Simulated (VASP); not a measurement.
# CuAu3 in VASP: a series of runs, part 2 of 2

VASP 6.6.1. The steps go on from the part before.

## 3. Single point, PBEsol (13.81 Å³/atom)

This run uses another cell than the first one, of 13.81 Å³/atom.

File INCAR:

```
SYSTEM = CuAu3
ALGO = Normal ; EDIFF = 1E-6
ENCUT = 520 ; GGA = PS
ISIF = 2 ; ISMEAR = 0
LASPH = .True. ; LCHARG = .False.
LREAL = .False. ; LWAVE = .False.
NBANDS = 30 ; NELM = 100
PREC = Accurate ; SIGMA = 0.1
```

File KPOINTS:

```
k-points
0
Gamma
  10 10 10
  0 0 0
```

File POSCAR:

```
CuAu3
1.0
    3.8084617496      0.0000000000      0.0000000000
    0.0000000000      3.8084617496      0.0000000000
    0.0000000000      0.0000000000      3.8084617496
Cu Au
1 3
Direct
    0.0000000000      0.0000000000      0.0000000000
    0.0000000000      0.5000000000      0.5000000000
    0.5000000000      0.0000000000      0.5000000000
    0.5000000000      0.5000000000      0.0000000000
```

Potentials or basis: VASP PAW PBE potentials, release 64 (Cu, Au).

Launch:

```bash
> cat potpaw_PBE.64/Cu/POTCAR potpaw_PBE.64/Au/POTCAR > POTCAR
> mpirun -np 1 vasp_std > vasp.out
```

OUTCAR:

```text
SYSTEM = CuAu3
   EDIFF = 1E-6
   ENCUT = 520
   GGA = PS
   ISIF = 2
   ISMEAR = 0
   LASPH = .True.
   LREAL = .False.
   NELM = 100
   PREC = Accurate

 ion  position               nearest neighbor table
   1  0.000  0.000  0.000-   2 2.69   3 2.69   4 2.69   2 2.69   3 2.69   2 2.69   4 2.69   2 2.69
                             3 2.69   4 2.69   3 2.69   4 2.69
   2  0.000  0.500  0.500-   1 2.69   3 2.69   4 2.69   1 2.69   4 2.69   1 2.69   3 2.69   1 2.69
                             3 2.69   4 2.69   4 2.69   3 2.69
   3  0.500  0.000  0.500-   1 2.69   2 2.69   4 2.69   1 2.69   4 2.69   2 2.69   4 2.69   4 2.69
                             1 2.69   2 2.69   1 2.69   2 2.69
   4  0.500  0.500  0.000-   1 2.69   2 2.69   3 2.69   2 2.69   3 2.69   1 2.69   3 2.69   3 2.69
                             1 2.69   2 2.69   2 2.69   1 2.69

  LATTYP: Found a simple cubic cell.
 ALAT       =     3.8084617496

  Lattice vectors:

 A1 = (   3.8084617496,   0.0000000000,   0.0000000000)
 A2 = (   0.0000000000,   3.8084617496,   0.0000000000)
 A3 = (   0.0000000000,   0.0000000000,   3.8084617496)

Analysis of symmetry for initial positions (statically):
=====================================================================
 Subroutine PRICEL returns:
 Original cell was already a primitive cell.

 Routine SETGRP: Setting up the symmetry group for a
 simple cubic supercell.

 Subroutine GETGRP returns: Found 48 space group operations
 (whereof 48 operations were pure point group operations)
 out of a pool of 48 trial point group operations.

The static configuration has the point symmetry O_h .

Analysis of symmetry for dynamics (positions and initial velocities):
=====================================================================
 Subroutine PRICEL returns:
 Original cell was already a primitive cell.

 Routine SETGRP: Setting up the symmetry group for a
 simple cubic supercell.

[... 119 lines left out ...]
   NELECT =      44.0000    total number of electrons
   NUPDOWN=      -1.0000    fix difference up-down
   EMIN   =  10.00;   EMAX   =-10.00  energy-range for DOS
   EFERMI =   0.00;   METHOD = LEGACY
   ISMEAR =     0;   SIGMA  =   0.10  broadening in eV -4-tet -1-fermi 0-gaus
   EFERMI_NEDOS =   21; number of points for ismear=-14 and -15
   IALGO  =     38    algorithm
   IMIX   =      4    mixing-type and parameters
     AMIX     =   0.40;   BMIX     =  1.00
     AMIX_MAG =   1.60;   BMIX_MAG =  1.00
  volume/ion in A,a.u.               =      13.81        93.19
  Fermi-wavevector in a.u.,A,eV,Ry     =   1.517549  2.867752 31.333614  2.302956
  Thomas-Fermi vector in A             =   2.626790
   LORBIT       =      0    0 simple, 1 ext, 2 COOP (PROOUT), +10 PAW based schemes
   GGA     = PS    functional components
   LHFCALC =     F    Hartree Fock is set to
   AEXX    =    0.0000 exact exchange contribution
   IVDW    =     0    specifies the selected vdW correction
   LEPSILON=     F    determine dielectric tensor
   LRPA    =     F    only Hartree local field effects (RPA)
 non-spin polarized calculation
 Gauss-broadening in eV      SIGMA  =   0.10
  energy-cutoff  :      520.00
  volume of cell :       55.24
 maximum number of plane-waves:      1504
   NGX = 15   NGY = 15   NGZ = 15

 number of electron      43.9999953 magnetization

 Free energy of the ion-electron system (eV)
  ---------------------------------------------------
  ext. energy  EPLUGINS =         0.00000000
  ---------------------------------------------------
  free energy    TOTEN  =       -15.55712250 eV

  energy without entropy =      -15.55355804  energy(sigma->0) =      -15.55534027

 E-fermi :  11.3557     XC(G=0): -13.6651

 val. band max:       11.3329420046   @ k =   0.4000   0.4000   0.3000
 cond. band min:      11.4271623194   @ k =   0.5000   0.5000   0.1000
 fundamental gap:      0.0942203148
 Fermi energy:        11.3556627549

 k-point     1 :       0.0000    0.0000    0.0000
  band No.  band energies     occupation
      1      -0.1386      2.00000
      2       2.3599      2.00000
      3       3.3817      2.00000
      4       3.3817      2.00000
      5       3.3817      2.00000
      6       3.5195      2.00000
[... 781 lines left out ...]
     29      22.3676      0.00000
     30      22.8079      0.00000

 [... further k-points ...]
[... 5 lines left out ...]
  --------------------------------------------------------------------------------------
  -------------------------------------------------------------------------------------
  Total       10.7176788     10.7176788     10.7176788     -0.0000000     -0.0000000      0.0000000
  in kB      310.8583425    310.8583425    310.8583425     -0.0000000     -0.0000000      0.0000000
  external PRESSURE =     310.8583425 kB  Pullay stress =       0.0000000 kB

 VOLUME and BASIS-vectors are now :
 -----------------------------------------------------------------------------
  energy-cutoff  :      520.00
  volume of cell :       55.24
      direct lattice vectors                 reciprocal lattice vectors
     3.808461750  0.000000000  0.000000000     0.262573203  0.000000000  0.000000000
     0.000000000  3.808461750  0.000000000     0.000000000  0.262573203  0.000000000
     0.000000000  0.000000000  3.808461750     0.000000000  0.000000000  0.262573203

 POSITION                                       TOTAL-FORCE (eV/Angst)
 -----------------------------------------------------------------------------------
      0.00000      0.00000      0.00000         0.000000      0.000000      0.000000
      0.00000      1.90423      1.90423         0.000000      0.000000      0.000000
      1.90423      0.00000      1.90423         0.000000      0.000000      0.000000
      1.90423      1.90423      0.00000         0.000000      0.000000      0.000000
 -----------------------------------------------------------------------------------
    total drift:                               -0.000000      0.000000      0.000000

  FREE ENERGIE OF THE ION-ELECTRON SYSTEM (eV)
  ---------------------------------------------------
  free  energy   TOTEN  =       -15.5571225046 eV

  energy  without entropy=      -15.5535580377  energy(sigma->0) =      -15.55534027
```

OSZICAR:

```text
N       E                     dE             d eps       ncg     rms          rms(c)
DAV:   1     0.363422896500E+03    0.36342E+03   -0.21763E+04  3544   0.188E+03
DAV:   2     0.452415527418E+01   -0.35890E+03   -0.33556E+03  3564   0.409E+02
DAV:   3    -0.169683701815E+02   -0.21493E+02   -0.20751E+02  3798   0.103E+02
DAV:   4    -0.173560243655E+02   -0.38765E+00   -0.38705E+00  3870   0.126E+01
DAV:   5    -0.173680279470E+02   -0.12004E-01   -0.12003E-01  4622   0.237E+00    0.266E+01
DAV:   6    -0.159475771819E+02    0.14205E+01   -0.70867E+00  4688   0.536E+01    0.133E+01
DAV:   7    -0.161840421238E+02   -0.23646E+00   -0.52327E+00  4190   0.916E+01    0.145E+01
DAV:   8    -0.155739371840E+02    0.61010E+00   -0.64969E+00  4522   0.359E+01    0.408E+00
DAV:   9    -0.155620648822E+02    0.11872E-01   -0.18715E-01  4656   0.114E+01    0.563E-01
DAV:  10    -0.155572278216E+02    0.48371E-02   -0.38409E-02  4326   0.504E+00    0.113E-01
DAV:  11    -0.155571530565E+02    0.74765E-04   -0.16187E-03  5286   0.682E-01    0.654E-02
DAV:  12    -0.155571292397E+02    0.23817E-04   -0.29898E-04  4876   0.495E-01    0.198E-02
DAV:  13    -0.155571226448E+02    0.65949E-05   -0.53610E-05  5168   0.178E-01    0.362E-03
DAV:  14    -0.155571225046E+02    0.14020E-06   -0.47351E-07  2348   0.114E-02
   1 F= -.15557123E+02 E0= -.15555340E+02  d E =-.356447E-02
```

It took 32 s on 1 thread of Intel Xeon 6975P-C (Granite Rapids), shared host; peak memory 0.21 GiB.

What came out:

```yaml
Free_energy: -15.5571 eV
Pressure: 31.1 GPa
Band_gap_on_the_k_mesh: zero (bands 22 and 23 overlap by 2.77 eV)
```

Caveat: the cell stands under pressure; the PAW data sets were made with another functional, which shifts forces and pressure a little; spin-orbit coupling is left out, which moves the levels of the heavy elements.

## 4. Single point, PBEsol (14.28 Å³/atom)

This run uses another cell than the first one, of 14.28 Å³/atom.

File INCAR:

```
  PREC = Accurate
  ENCUT = 520
  EDIFF = 1E-6
  ISMEAR = 0
  SIGMA = 0.1
  LREAL = False
  LASPH = True
  NELM = 100
  ALGO = Fast
  ISIF = 2
  LWAVE = False
  LCHARG = False
  GGA = PS
  NBANDS = 30
```

File KPOINTS:

```
regular mesh
0
Gamma
  10 10 10
```

File POSCAR:

```
CuAu3
1.0
    3.8512570366      0.0000000000      0.0000000000
    0.0000000000      3.8512570366      0.0000000000
    0.0000000000      0.0000000000      3.8512570366
Cu Au
1 3
Direct
    0.0000000000      0.0000000000      0.0000000000
    0.0000000000      0.5000000000      0.5000000000
    0.5000000000      0.0000000000      0.5000000000
    0.5000000000      0.5000000000      0.0000000000
```

Potentials or basis: VASP PAW PBE potentials, release 64 (Cu, Au).

Launch:

```bash
> cat potpaw_PBE.64/Cu/POTCAR potpaw_PBE.64/Au/POTCAR > POTCAR
> mpirun -np 1 vasp_std > vasp.out
```

OUTCAR:

```text
PREC = Accurate
   ENCUT = 520
   EDIFF = 1E-6
   ISMEAR = 0
   LREAL = False
   LASPH = True
   NELM = 100
   ISIF = 2
   GGA = PS

 ion  position               nearest neighbor table
   1  0.000  0.000  0.000-   2 2.72   3 2.72   4 2.72   2 2.72   3 2.72   2 2.72   4 2.72   2 2.72
                             3 2.72   4 2.72   3 2.72   4 2.72
   2  0.000  0.500  0.500-   1 2.72   3 2.72   4 2.72   1 2.72   4 2.72   1 2.72   3 2.72   1 2.72
                             3 2.72   4 2.72   4 2.72   3 2.72
   3  0.500  0.000  0.500-   1 2.72   2 2.72   4 2.72   1 2.72   4 2.72   2 2.72   4 2.72   4 2.72
[... 999 lines left out ...]
  -------------------------------------------------------------------------------------
  Total        7.5710377      7.5710377      7.5710377     -0.0000000     -0.0000000      0.0000000
  in kB      212.3530378    212.3530378    212.3530378     -0.0000000     -0.0000000      0.0000000
  external PRESSURE =     212.3530378 kB  Pullay stress =       0.0000000 kB

 VOLUME and BASIS-vectors are now :
 -----------------------------------------------------------------------------
  energy-cutoff  :      520.00
  volume of cell :       57.12
      direct lattice vectors                 reciprocal lattice vectors
     3.851257037  0.000000000  0.000000000     0.259655481  0.000000000  0.000000000
     0.000000000  3.851257037  0.000000000     0.000000000  0.259655481  0.000000000
     0.000000000  0.000000000  3.851257037     0.000000000  0.000000000  0.259655481

 POSITION                                       TOTAL-FORCE (eV/Angst)
 -----------------------------------------------------------------------------------
      0.00000      0.00000      0.00000         0.000000      0.000000      0.000000
      0.00000      1.92563      1.92563         0.000000      0.000000      0.000000
      1.92563      0.00000      1.92563         0.000000      0.000000      0.000000
      1.92563      1.92563      0.00000         0.000000      0.000000      0.000000
 -----------------------------------------------------------------------------------
    total drift:                                0.000000      0.000000     -0.000000

  FREE ENERGIE OF THE ION-ELECTRON SYSTEM (eV)
  ---------------------------------------------------
  free  energy   TOTEN  =       -15.8613891508 eV

  energy  without entropy=      -15.8565569692  energy(sigma->0) =      -15.85897306
```

Run time: 51 s. Hardware: 1 thread of Intel Xeon 6975P-C (Granite Rapids), shared host; peak memory 0.22 GiB.

What came out:

```
Free energy            : -15.8614 eV
Pressure               : 21.2 GPa
Band gap on the k mesh : zero (bands 22 and 23 overlap by 2.59 eV)
```

Levels at points of the mesh, in eV from the Fermi level:
```tsv
k point	band 18	band 19	band 20	band 21	band 22	band 23	band 24	band 25	band 26	band 27
(0.00, 0.00, 0.00)	-1.58	-1.53	-1.53	-1.53	0.68	0.68	0.68	6.76	6.76	7.61
(0.50, 0.00, 0.00)	-2.60	-2.42	-2.14	-1.58	-1.53	5.67	6.21	6.21	6.29	6.76
(0.50, 0.50, 0.00)	-2.48	-2.45	-2.45	-0.79	-0.18	0.07	0.07	8.78	9.44	9.83
(0.50, 0.50, 0.50)	-1.81	-1.76	-1.76	-1.64	-1.57	-1.57	-1.57	3.53	3.53	3.53
```

Caveat: the cell stands under pressure; the PAW data sets were made with another functional, which shifts forces and pressure a little; spin-orbit coupling is left out, which moves the levels of the heavy elements.

## 5. Single point, PBEsol (14.75 Å³/atom)

This run uses another cell than the first one, of 14.75 Å³/atom.

File INCAR:

```
PREC     = Accurate       # precision mode
ENCUT    = 520            # plane-wave cutoff, eV
EDIFF    = 1E-7           # SCF threshold, eV
ISMEAR   = 0              # smearing method
SIGMA    = 0.1            # smearing width, eV
LREAL    = False          # projectors in reciprocal space
LASPH    = True           # aspherical terms in the spheres
NELM     = 60             # most SCF steps
ALGO     = Normal         # electronic algorithm
ISIF     = 2              # what is computed and relaxed
LWAVE    = False          # write WAVECAR
LCHARG   = False          # write CHGCAR
GGA      = PS             # functional
NBANDS   = 30             # bands
```

File KPOINTS:

```
Automatic mesh
0
Gamma
  10 10 10
```

File POSCAR:

```
CuAu3
1.0
    3.8931218060      0.0000000000      0.0000000000
    0.0000000000      3.8931218060      0.0000000000
    0.0000000000      0.0000000000      3.8931218060
Cu Au
1 3
Direct
    0.0000000000      0.0000000000      0.0000000000
    0.0000000000      0.5000000000      0.5000000000
    0.5000000000      0.0000000000      0.5000000000
    0.5000000000      0.5000000000      0.0000000000
```

Launch:

```bash
> cat potpaw_PBE.64/Cu/POTCAR potpaw_PBE.64/Au/POTCAR > POTCAR
> mpirun -np 1 vasp_std > vasp.out
```

Run time: 44 s. Hardware: 1 thread of Intel Xeon 6975P-C (Granite Rapids), shared host; peak memory 0.22 GiB.

Results (log left out):

```
Free energy            : -16.0560 eV
Pressure               : 12.3 GPa
Band gap on the k mesh : zero (bands 22 and 23 overlap by 2.43 eV)
```

Levels at points of the mesh, in eV from the Fermi level:
| k point | band 18 | band 19 | band 20 | band 21 | band 22 | band 23 | band 24 | band 25 | band 26 | band 27 |
| --- | --- | --- | --- | --- | --- | --- | --- | --- | --- | --- |
| (0.00, 0.00, 0.00) | -1.53 | -1.52 | -1.52 | -1.52 | 0.78 | 0.78 | 0.78 | 6.48 | 6.48 | 7.33 |
| (0.50, 0.00, 0.00) | -2.47 | -2.30 | -2.04 | -1.52 | -1.52 | 5.54 | 6.06 | 6.11 | 6.11 | 6.65 |
| (0.50, 0.50, 0.00) | -2.36 | -2.34 | -2.34 | -0.77 | -0.18 | 0.03 | 0.03 | 8.64 | 9.27 | 9.61 |
| (0.50, 0.50, 0.50) | -1.74 | -1.70 | -1.70 | -1.47 | -1.40 | -1.40 | -1.40 | 3.36 | 3.36 | 3.36 |

Caveat: the cell stands under pressure; the PAW data sets were made with another functional, which shifts forces and pressure a little; spin-orbit coupling is left out, which moves the levels of the heavy elements.

## 6. Overview

| cell | k mesh | gap on the mesh (eV) | pressure (GPa) |
| --- | --- | --- | --- |
| a = 4.133, b = 3.912, c = 3.912 Å, 4 atoms | 14 × 14 × 14 | none | -1.3 |
| a = 3.808 Å, 4 atoms | 10 × 10 × 10 | none | 31.1 |
| a = 3.851 Å, 4 atoms | 10 × 10 × 10 | none | 21.2 |
| a = 3.893 Å, 4 atoms | 10 × 10 × 10 | none | 12.3 |

Alike in all rows: task single point; level PBEsol; potentials or basis VASP PAW PBE potentials, release 64 (Cu, Au); no spin polarisation; cutoff (eV) 520; smearing gaussian 0.1 eV.

Caveats: the PAW data sets were made with another functional, which shifts forces and pressure a little; spin-orbit coupling is left out, which moves the levels of the heavy elements; the cell stands under pressure (at least some runs).

Absolute energies hang on the potentials; compare differences alone.

The gap in the log of VASP goes by the Fermi energy; the results here count the filled bands.